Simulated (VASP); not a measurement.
# LiCl (P6_3mc) in VASP: relaxation of cell and atoms with PBEsol

Aim: the relaxation of cell and atoms of LiCl with PBEsol.

All numbers are computed with VASP 6.6.1; they aren't measurements. Logs are shortened: lines on timing, memory, paths and dates and some standing lists are left out, and cuts for length are marked.

## 1. The cell of the first run

Symmetry: P6_3mc, No. 186, hexagonal system. The conventional cell has a = 3.925 Å, b = 3.925 Å, c = 6.289 Å, α = 90.00°, β = 90.00°, γ = 120.00°. Within 3.2 Å of Li (site symmetry 3m) lie 4 Cl at 2.39 Å. Cl (site symmetry 3m) has 4 Li at 2.39 Å within 3.2 Å.

## 2. Relaxation of cell and atoms, PBEsol

INCAR reads:

```
SYSTEM = LiCl
PREC = Accurate
ENCUT = 600
EDIFF = 1E-6
ISMEAR = 0
SIGMA = 0.02
LREAL = .False.
LASPH = .True.
NELM = 100
ALGO = Normal
ISIF = 3
LWAVE = .False.
LCHARG = .False.
GGA = PS
IBRION = 2
NSW = 70
EDIFFG = -0.005
```

KPOINTS reads:

```
regular mesh
0
Gamma
  9 9 4
  0 0 0
```

POSCAR reads:

```
LiCl
1.0
    3.9253803159      0.0000000000      0.0000000000
   -1.9626901580      3.3994790731      0.0000000000
    0.0000000000      0.0000000000      6.2893925612
Li Cl
2 2
Direct
    0.6666666667      0.3333333333      0.8777888619
    0.3333333333      0.6666666667      0.3777888619
    0.6666666667      0.3333333333      0.4972121381
    0.3333333333      0.6666666667      0.9972121381
```

Potentials or basis: VASP PAW PBE potentials, release 64 (Li_sv, Cl).

Launch:

```bash
cat potpaw_PBE.64/Li_sv/POTCAR potpaw_PBE.64/Cl/POTCAR > POTCAR
mpirun -np 1 vasp_std > vasp.out
```

OUTCAR:

```text
SYSTEM = LiCl
   PREC = Accurate
   ENCUT = 600
   EDIFF = 1E-6
   ISMEAR = 0
   LREAL = .False.
   LASPH = .True.
   NELM = 100
   ISIF = 3
   GGA = PS
   IBRION = 2
   NSW = 70
   EDIFFG = -0.005

 ion  position               nearest neighbor table
   1  0.667  0.333  0.878-   4 2.39   4 2.39   4 2.39   3 2.39
   2  0.333  0.667  0.378-   3 2.39   3 2.39   3 2.39   4 2.39
   3  0.667  0.333  0.497-   2 2.39   2 2.39   2 2.39   1 2.39
   4  0.333  0.667  0.997-   1 2.39   1 2.39   1 2.39   2 2.39

  LATTYP: Found a hexagonal cell.
 ALAT       =     3.9253803159
 C/A-ratio  =     1.6022377592

  Lattice vectors:

 A1 = (   3.9253803159,   0.0000000000,   0.0000000000)
 A2 = (  -1.9626901580,   3.3994790731,   0.0000000000)
 A3 = (   0.0000000000,   0.0000000000,   6.2893925612)

Analysis of symmetry for initial positions (statically):
=====================================================================
 Subroutine PRICEL returns:
 Original cell was already a primitive cell.

 Routine SETGRP: Setting up the symmetry group for a
 hexagonal supercell.

 Subroutine GETGRP returns: Found 12 space group operations
 (whereof  6 operations were pure point group operations)
 out of a pool of 24 trial point group operations.

The static configuration has the point symmetry C_3v.
 The point group associated with its full space group is C_6v.

Analysis of symmetry for dynamics (positions and initial velocities):
=====================================================================
 Subroutine PRICEL returns:
 Original cell was already a primitive cell.

 Routine SETGRP: Setting up the symmetry group for a
 hexagonal supercell.

 Subroutine GETGRP returns: Found 12 space group operations
 (whereof  6 operations were pure point group operations)
 out of a pool of 24 trial point group operations.

The dynamic configuration has the point symmetry C_3v.
 The point group associated with its full space group is C_6v.

 Subroutine INISYM returns: Found 12 space group operations
 (whereof  6 operations are pure point group operations),
 and found     1 'primitive' translations

----------------------------------------------------------------------------------------

                                     Primitive cell

  volume of cell :      83.9272

  direct lattice vectors                    reciprocal lattice vectors
     3.925380316  0.000000000  0.000000000     0.254752386  0.147081358  0.000000000
    -1.962690158  3.399479073  0.000000000     0.000000000  0.294162717  0.000000000
     0.000000000  0.000000000  6.289392561     0.000000000  0.000000000  0.158997867

  length of vectors
     3.925380316  3.925380316  6.289392561     0.294162717  0.294162717  0.158997867

  position of ions in fractional coordinates (direct lattice)
     0.666666667  0.333333333  0.877788862
     0.333333333  0.666666667  0.377788862
     0.666666667  0.333333333  0.497212138
     0.333333333  0.666666667  0.997212138

  ion indices of the primitive-cell ions
   primitive index   ion index
                 1           1
                 2           2
                 3           3
                 4           4

----------------------------------------------------------------------------------------

 KPOINTS: regular mesh

Automatic generation of k-mesh.
 Grid dimensions read from file:
 generate k-points for:    9    9    4

 Generating k-lattice:

  Cartesian coordinates                     Fractional coordinates (reciprocal lattice)
     0.028305821  0.016342373  0.000000000     0.111111111  0.000000000  0.000000000
     0.000000000  0.032684746  0.000000000     0.000000000  0.111111111  0.000000000
     0.000000000  0.000000000  0.039749467     0.000000000  0.000000000  0.250000000

  Length of vectors
     0.032684746  0.032684746  0.039749467

  Shift w.r.t. Gamma in fractional coordinates (k-lattice)
     0.000000000  0.000000000  0.000000000

 Subroutine IBZKPT returns following result:
 ===========================================

 Found     36 irreducible k-points:

 Following reciprocal coordinates:
            Coordinates               Weight
  0.000000  0.000000  0.000000      1.000000
  0.111111 -0.000000  0.000000      6.000000
  0.222222  0.000000  0.000000      6.000000
  0.333333  0.000000  0.000000      6.000000
  0.444444  0.000000  0.000000      6.000000
  0.111111  0.111111  0.000000      6.000000
[... 16 lines left out ...]
  0.333333  0.222222  0.250000     24.000000
  0.333333  0.333333  0.250000      4.000000
 [... further k-points ...]
   k-points           NKPTS =     36   k-points in BZ     NKDIM =     36   number of bands    NBANDS=     14
   number of dos      NEDOS =    301   number of ions     NIONS =      4
   total plane-waves  NPLWV =  51200
   dimension x,y,z NGX =    32 NGY =   32 NGZ =   50
   dimension x,y,z NGXF=    64 NGYF=   64 NGZF=  100
   ions per type =               2   2
   NGX,Y,Z   is equivalent  to a cutoff of  13.55, 13.55, 13.22 a.u.
   NGXF,Y,Z  is equivalent  to a cutoff of  27.10, 27.10, 26.43 a.u.
 SYSTEM =  LiCl
   PREC   = accura    normal or accurate (medium, high low for compatibility)
   ISTART =      0    job   : 0-new  1-cont  2-samecut
   ICHARG =      2    charge: 1-file 2-atom 10-const
   ISPIN  =      1    spin polarized calculation?
   LNONCOLLINEAR =      F non collinear calculations
   LSORBIT =      F    spin-orbit coupling
   LASPH  =      T    aspherical Exc in radial PAW
   ENCUT  =  600.0 eV  44.10 Ry    6.64 a.u.   7.84  7.84 12.56*2*pi/ulx,y,z
   NELM   =    100;   NELMIN=  2; NELMDL= -5     # of ELM steps
   EDIFF  = 0.1E-05   stopping-criterion for ELM
   LREAL  =      F    real-space projection
   EDIFFG = -.5E-02   stopping-criterion for IOM
   NSW    =     70    number of steps for IOM
   IBRION =      2    ionic relax: 0-MD 1-quasi-New 2-CG
   NFREE  =      1    steps in history (QN), initial steepest desc. (CG)
   ISIF   =      3    stress and relaxation
   ISYM   =      2    0-nonsym 1-usesym 2-fastsym
   POTIM  = 0.5000    time-step for ionic-motion
   TEBEG  =    0.0;   TEEND  =   0.0 temperature during run
   PSTRESS=    0.0 pullay stress
   NELECT =      20.0000    total number of electrons
   NUPDOWN=      -1.0000    fix difference up-down
   EMIN   =  10.00;   EMAX   =-10.00  energy-range for DOS
   EFERMI =   0.00;   METHOD = LEGACY
   ISMEAR =     0;   SIGMA  =   0.02  broadening in eV -4-tet -1-fermi 0-gaus
   EFERMI_NEDOS =   21; number of points for ismear=-14 and -15
   IALGO  =     38    algorithm
   IMIX   =      4    mixing-type and parameters
     AMIX     =   0.40;   BMIX     =  1.00
     AMIX_MAG =   1.60;   BMIX_MAG =  1.00
  volume/ion in A,a.u.               =      20.98       141.59
  Fermi-wavevector in a.u.,A,eV,Ry     =   1.014964  1.918003 14.016063  1.030152
  Thomas-Fermi vector in A             =   2.148222
   LORBIT       =      0    0 simple, 1 ext, 2 COOP (PROOUT), +10 PAW based schemes
   GGA     = PS    functional components
   LHFCALC =     F    Hartree Fock is set to
   AEXX    =    0.0000 exact exchange contribution
   IVDW    =     0    specifies the selected vdW correction
   LEPSILON=     F    determine dielectric tensor
   LRPA    =     F    only Hartree local field effects (RPA)
 conjugate gradient relaxation of ions
 non-spin polarized calculation
 Gauss-broadening in eV      SIGMA  =   0.02
  energy-cutoff  :      600.00
  volume of cell :       83.93
 maximum number of plane-waves:      2826
 NGX is ok and might be reduce to    32
   NGX = 15   NGY = 15   NGZ = 25

--------------------------------------- Ionic step        1  -------------------------------------------

 number of electron      19.9999995 magnetization

 Free energy of the ion-electron system (eV)
  ---------------------------------------------------
  ext. energy  EPLUGINS =         0.00000000
  ---------------------------------------------------
  free energy    TOTEN  =       -15.20644409 eV

  energy without entropy =      -15.20644409  energy(sigma->0) =      -15.20644409

------------------------ aborting loop because EDIFF is reached ----------------------------------------

  FORCE on cell =-STRESS in cart. coord.  units (eV):
  Direction    XX          YY          ZZ          XY          YZ          ZX
  --------------------------------------------------------------------------------------
  -------------------------------------------------------------------------------------
  Total       -0.4962082     -0.4962082     -0.5435892      0.0000000      0.0000000      0.0000000
  in kB       -9.4726538     -9.4726538    -10.3771612      0.0000000      0.0000000      0.0000000
  external PRESSURE =      -9.7741563 kB  Pullay stress =       0.0000000 kB
[... 95 lines left out ...]
  FREE ENERGIE OF THE ION-ELECTRON SYSTEM (eV)
  ---------------------------------------------------
  free  energy   TOTEN  =       -15.2172483710 eV

  energy  without entropy=      -15.2172483710  energy(sigma->0) =      -15.21724837

[... ionic steps 4 to 7 ...]

--------------------------------------- Ionic step        8  -------------------------------------------

 number of electron      20.0000003 magnetization

------------------------ aborting loop because EDIFF is reached ----------------------------------------
[... 71 lines left out ...]
--------------------------------------- Ionic step       10  -------------------------------------------

 number of electron      20.0000003 magnetization

 Free energy of the ion-electron system (eV)
  ---------------------------------------------------
  ext. energy  EPLUGINS =         0.00000000
  ---------------------------------------------------
  free energy    TOTEN  =       -15.21742648 eV

  energy without entropy =      -15.21742648  energy(sigma->0) =      -15.21742648

 E-fermi :  -0.8631     XC(G=0):  -7.9619

 val. band max:       -1.0353846628   @ k =   0.0000   0.0000   0.0000
 cond. band min:       4.8182206504   @ k =   0.0000   0.0000   0.0000
 fundamental gap:      5.8536053132
 Fermi energy:        -0.8630808792

 k-point     1 :       0.0000    0.0000    0.0000
  band No.  band energies     occupation
      1     -43.2411      2.00000
      2     -43.2390      2.00000
      3     -13.8614      2.00000
      4     -13.5139      2.00000
      5      -3.2606      2.00000
      6      -1.4894      2.00000
      7      -1.4894      2.00000
      8      -1.1342      2.00000
      9      -1.1342      2.00000
     10      -1.0354      2.00000
     11       4.8182      0.00000
     12       7.0851      0.00000
     13       8.8145      0.00000
     14       8.8145      0.00000
[... 377 lines left out ...]
      1     -43.2388      2.00000
      2     -43.2388      2.00000
      3     -13.4783      2.00000
      4     -13.4783      2.00000
      5      -2.8732      2.00000
      6      -2.5448      2.00000
      7      -2.5448      2.00000
      8      -2.2446      2.00000
      9      -1.6615      2.00000
     10      -1.6615      2.00000
     11       6.9055      0.00000
     12       8.0483      0.00000
     13       8.0483      0.00000
     14       8.1742      0.00000

 [... further k-points ...]
[... 5 lines left out ...]
  --------------------------------------------------------------------------------------
  -------------------------------------------------------------------------------------
  Total       -0.0008972     -0.0008972     -0.0092623      0.0000000     -0.0000000      0.0000000
  in kB       -0.0178500     -0.0178500     -0.1842711      0.0000000     -0.0000000      0.0000000
  external PRESSURE =      -0.0733237 kB  Pullay stress =       0.0000000 kB
[... 19 lines left out ...]
  FREE ENERGIE OF THE ION-ELECTRON SYSTEM (eV)
  ---------------------------------------------------
  free  energy   TOTEN  =       -15.2174264806 eV

  energy  without entropy=      -15.2174264806  energy(sigma->0) =      -15.21742648

 reached required accuracy - stopping structural energy minimisation
```

Wall time 5.9 min (1 thread of Intel Xeon 8259CL, shared host); peak memory 0.23 GiB.

What came out:

| Property | Result |
| --- | --- |
| Free energy | -15.2174 eV |
| Relaxed volume | 20.13 Å³/atom |
| Relaxed cell | a = 3.879 Å, b = 3.879 Å, c = 6.179 Å, α = 90.00°, β = 90.00°, γ = 120.00° |
| Space group after relaxing (to 0.1 Å) | P6_3mc (No. 186) |
| Energy gained by relaxing | 2.7 meV/atom |
| Ionic steps | 10 |
| Pressure after relaxing | 0.0 GPa |
| Largest force after relaxing | 0.003 eV/Å |
| Band gap on the k mesh | 5.85 eV |

Forces on the atoms (eV/Å):
```
Li   0.000  0.000  0.003
Li   0.000  0.000  0.003
Cl   0.000  0.000 -0.003
Cl   0.000  0.000 -0.003
```

The path:
```csv
step,energy change (eV),largest force (eV/Å),pressure (GPa),volume (Å³)
1,0.0000,0.0030,-0.98,83.93
2,-0.0075,0.0047,-0.56,82.38
3,-0.0108,0.0070,-0.05,80.67
4,-0.0108,0.0073,-0.02,80.51
5,-0.0108,0.0075,0.05,80.36
6,-0.0108,0.0074,0.03,80.44
7,-0.0109,0.0069,0.01,80.49
8,-0.0109,0.0052,-0.04,80.65
9,-0.0109,0.0049,-0.03,80.62
10,-0.0110,0.0034,-0.01,80.53
```

Final structure:
```xyz
4
Lattice="3.8793 0.0000 0.0000 -1.9397 3.3596 0.0000 0.0000 0.0000 6.1792" Properties=species:S:1:pos:R:3 pbc="T T T"
Li    1.9397    1.1199    5.4285
Li    0.0000    2.2397    2.3389
Cl    1.9397    1.1199    3.0679
Cl    0.0000    2.2397    6.1575
```

Caveat: the cutoff is under 1.25 times the usual one of these potentials, so pressure, stress and relaxed cells hold a basis-set (Pulay) error; the PAW data sets were made with another functional, which shifts forces and pressure a little. A k mesh can miss the band edges.
